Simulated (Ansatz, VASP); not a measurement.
# Two plane-wave programs on Ta2C

Contents of INCAR:

```
PREC = Accurate
ENCUT = 520
EDIFF = 1E-7
ISMEAR = 0
SIGMA = 0.15
LREAL = False
LASPH = True
NELM = 60
ALGO = Fast
ISIF = 2
LWAVE = False
LCHARG = True
GGA = PS
LELF = True
LVHAR = True
NBANDS = 35
```

File KPOINTS:

```
Automatic mesh
0
Gamma
  17 17 5
```

File POSCAR:

```
Ta2C
1.0
   -1.5476503522     -2.6806090424      0.0000000000
    1.5476503522     -2.6806090424      0.0000000000
    0.0000000000      0.0000000000     15.8421605593
Ta C
4 2
Direct
    0.6666666667      0.6666666667      0.5444992453
    0.6666666667      0.6666666667      0.2338673551
    0.3333333333      0.3333333333      0.0767645352
    0.3333333333      0.3333333333      0.3873964254
    1.0000000000      0.0000000000      0.4659478353
    1.0000000000      0.0000000000      0.1553159451
```

Input for Ansatz:

```yaml
crystal:
  lattice:
    - [-1.5476503522, -2.6806090424, 0.0]
    - [1.5476503522, -2.6806090424, 0.0]
    - [0.0, 0.0, 15.8421605593]
  atoms:
    - { symbol: Ta, position: [0.6666666667, 0.6666666667, 0.5444992453] }
    - { symbol: Ta, position: [0.6666666667, 0.6666666667, 0.2338673551] }
    - { symbol: Ta, position: [0.3333333333, 0.3333333333, 0.0767645352] }
    - { symbol: Ta, position: [0.3333333333, 0.3333333333, 0.3873964254] }
    - { symbol: C, position: [1.0, 0.0, 0.4659478353] }
    - { symbol: C, position: [1.0, 0.0, 0.1553159451] }
basis:
  ecutwfc: 420
kpoints:
  mp_grid: { grid: [17, 17, 5] }
hamiltonian:
  xc: pbesol
scf:
  occupations: { method: gaussian, width: 0.15 }
output:
  forces: true
  stress: true
  eigenvalues: true
```

Alike in both runs: task single point; functional PBEsol; k mesh 17 × 17 × 5; occupations gaussian, width 0.15 eV; no spin polarisation.

|  | VASP | Ansatz |
| --- | --- | --- |
| version | VASP 6.6.1 | Ansatz 0.2.0 |
| potentials or method | VASP PAW PBE potentials, release 64 (Ta_pv, C), cutoff 520 eV | scalar-relativistic, plane waves, PAW |
| valence electrons in the cell | 52 | 60 |

Ansatz gave:

* gap on the k mesh at the Fermi level (eV): none
* rms of the force components (eV/Å): 0.354

Question: Estimate VASP's values.

Answer: gap on the k mesh at the Fermi level (eV): none; rms of the force components (eV/Å): 0.335.

VASP's potentials were made for PBE, not for PBEsol. Atom by atom the forces differ by 0.021 eV/Å (rms over components). A gap of «none» marks a metal or a gap that the smearing closes. With one functional, cell and mesh, what is left measures potentials, basis and numerics. VASP's potentials hold 52 valence electrons a cell and Ansatz's 60, so a difference there can come from the potentials and not from the codes.

Neither program's run includes spin-orbit coupling.
